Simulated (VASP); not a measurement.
# Ir (P6_3/mmc) in VASP: notebook, part 2 of 2

VASP 6.6.1. The steps go on from the part before.

**6. Single point, LDA, collinear spin (14.73 Å³/atom)**

This run uses another cell than the first one, of 14.73 Å³/atom.

INCAR reads:

```
PREC = Accurate
ENCUT = 520
EDIFF = 1E-6
ISMEAR = 0
SIGMA = 0.15
LREAL = False
LASPH = True
NELM = 150
ALGO = Fast
ISIF = 2
LWAVE = False
LCHARG = False
ISPIN = 2
MAGMOM = 0.6 0.6
LORBIT = 11
NUPDOWN = 1.2
LMAXMIX = 4
NBANDS = 20
```

KPOINTS reads:

```
regular mesh
0
Gamma
  21 21 12
```

POSCAR reads:

```
Ir
1.0
    2.7583201541      0.0000000000      0.0000000000
   -1.3791600771      2.3887753253      0.0000000000
    0.0000000000      0.0000000000      4.4722974870
Ir
2
Direct
    0.6666666667      0.3333333333      0.7500000000
    0.3333333333      0.6666666667      0.2500000000
```

Potentials or basis: VASP PAW LDA potentials, release 64 (Ir).

The run is started by

```bash
$ cat potpaw_LDA.64/Ir/POTCAR > POTCAR
$ mpirun -np 1 vasp_std > vasp.out
```

OUTCAR:

```text
PREC = Accurate
   ENCUT = 520
   EDIFF = 1E-6
   ISMEAR = 0
   LREAL = False
   LASPH = True
   NELM = 150
   ISIF = 2
   ISPIN = 2
   LORBIT = 11
   NUPDOWN = 1.2

 ion  position               nearest neighbor table
   1  0.667  0.333  0.750-   2 2.75   2 2.75   2 2.75   2 2.75   2 2.75   2 2.75
   2  0.333  0.667  0.250-   1 2.75   1 2.75   1 2.75   1 2.75   1 2.75   1 2.75

  LATTYP: Found a hexagonal cell.
 ALAT       =     2.7583201541
 C/A-ratio  =     1.6213844794

  Lattice vectors:

 A1 = (   2.7583201541,   0.0000000000,   0.0000000000)
 A2 = (  -1.3791600771,   2.3887753253,   0.0000000000)
 A3 = (   0.0000000000,   0.0000000000,   4.4722974870)

Analysis of symmetry for initial positions (statically):
=====================================================================
 Subroutine PRICEL returns:
 Original cell was already a primitive cell.

 Routine SETGRP: Setting up the symmetry group for a
 hexagonal supercell.

 Subroutine GETGRP returns: Found 24 space group operations
[... 754 lines left out ...]
      4       6.2505      1.00000
      5       6.2505      1.00000
      6       6.8740      1.00000
[... 541 lines left out ...]
     19      30.4376      0.00000
     20      32.1772      0.00000

 [... further k-points ...]

------------------------ aborting loop because EDIFF is reached ----------------------------------------

  FORCE on cell =-STRESS in cart. coord.  units (eV):
  Direction    XX          YY          ZZ          XY          YZ          ZX
  --------------------------------------------------------------------------------------
  -------------------------------------------------------------------------------------
  Total       -2.7736561     -2.7736561     -2.9465207      0.0000000     -0.0000000      0.0000000
  in kB     -150.8038877   -150.8038877   -160.2025452      0.0000000     -0.0000000      0.0000000
  external PRESSURE =    -153.9367735 kB  Pullay stress =       0.0000000 kB

 VOLUME and BASIS-vectors are now :
 -----------------------------------------------------------------------------
  energy-cutoff  :      520.00
  volume of cell :       29.47
      direct lattice vectors                 reciprocal lattice vectors
     2.758320154  0.000000000  0.000000000     0.362539497  0.209312276  0.000000000
    -1.379160077  2.388775325  0.000000000     0.000000000  0.418624552  0.000000000
     0.000000000  0.000000000  4.472297487     0.000000000  0.000000000  0.223598721

 POSITION                                       TOTAL-FORCE (eV/Angst)
 -----------------------------------------------------------------------------------
      1.37916      0.79626      3.35422         0.000000     -0.000000      0.000000
     -0.00000      1.59252      1.11807        -0.000000      0.000000      0.000000
 -----------------------------------------------------------------------------------
    total drift:                               -0.000000      0.000000     -0.000000

  FREE ENERGIE OF THE ION-ELECTRON SYSTEM (eV)
  ---------------------------------------------------
  free  energy   TOTEN  =       -20.2349905581 eV

  energy  without entropy=      -20.2053794363  energy(sigma->0) =      -20.22018500

 total charge

# of ion       s       p       d       tot
------------------------------------------
    1        0.650   0.684   6.950   8.283
    2        0.650   0.684   6.950   8.283
--------------------------------------------------
tot          1.300   1.367  13.899  16.567

 magnetization (x)

# of ion       s       p       d       tot
------------------------------------------
    1        0.003   0.006   0.574   0.583
    2        0.003   0.006   0.574   0.583
--------------------------------------------------
tot          0.006   0.012   1.148   1.167
```

stdout:

```text
POSCAR found type information on POSCAR Ir
 POSCAR found :  1 types and       2 ions
 scaLAPACK will be used
 LDA part: xc-table for (Slater(with rela. corr.)+CA(PZ))
 , standard interpolation
 POSCAR, INCAR and KPOINTS ok, starting setup
 FFT: planning ... GRIDC
 FFT: planning ... GRID_SOFT
 FFT: planning ... GRID
 WAVECAR not read
 entering main loop
```

Wall time 2.1 min (1 thread of Intel Xeon 6975P-C (Granite Rapids), shared host); peak memory 0.36 GiB.

What came out:

```yaml
Free_energy: -20.2350 eV
Pressure: -15.4 GPa
Net_moment: 1.20 μB per cell
Site_moments: Ir +0.58 μB
Valence_electrons_inside_the_program's_atomic_spheres: Ir 8.28
```

Stress tensor (GPa, compression positive):
```
-15.08   0.00   0.00
  0.00 -15.08   0.00
  0.00   0.00 -16.02
```

Caveat: the cell stands under tension; the total moment is fixed, so each spin has its own Fermi level.

**7. Summary**

| potentials or basis | spin | fixed moment (μB) | cell | cutoff (eV) | pressure (GPa) | moment (μB) |
| --- | --- | --- | --- | --- | --- | --- |
| VASP PAW LDA potentials, release 64 (Ir_sv_GW) | off | - | a = 2.592, b = 2.592, c = 4.203 Å, angles 90.0, 90.0, 120.0°, 2 atoms | 500 | 69.0 | - |
| VASP PAW LDA potentials, release 64 (Ir) | collinear | 1.4 | a = 2.758, b = 2.758, c = 4.472 Å, angles 90.0, 90.0, 120.0°, 2 atoms | 520 | -14.4 | 1.40 |
| VASP PAW LDA potentials, release 64 (Ir) | collinear | 0.6 | a = 2.758, b = 2.758, c = 4.472 Å, angles 90.0, 90.0, 120.0°, 2 atoms | 520 | -17.4 | 0.60 |
| VASP PAW LDA potentials, release 64 (Ir) | collinear | 1.6 | a = 2.758, b = 2.758, c = 4.472 Å, angles 90.0, 90.0, 120.0°, 2 atoms | 520 | -13.2 | 1.60 |
| VASP PAW LDA potentials, release 64 (Ir) | collinear | 1.2 | a = 2.758, b = 2.758, c = 4.472 Å, angles 90.0, 90.0, 120.0°, 2 atoms | 520 | -15.4 | 1.20 |

Alike in all rows: task single point; level LDA; k mesh 21 × 21 × 12; smearing gaussian 0.15 eV.

Caveats: the cell stands under tension (at least some runs); the total moment is fixed, so each spin has its own Fermi level (at least some runs); the cell stands under pressure (at least some runs).

Absolute energies hang on the potentials; compare differences alone.
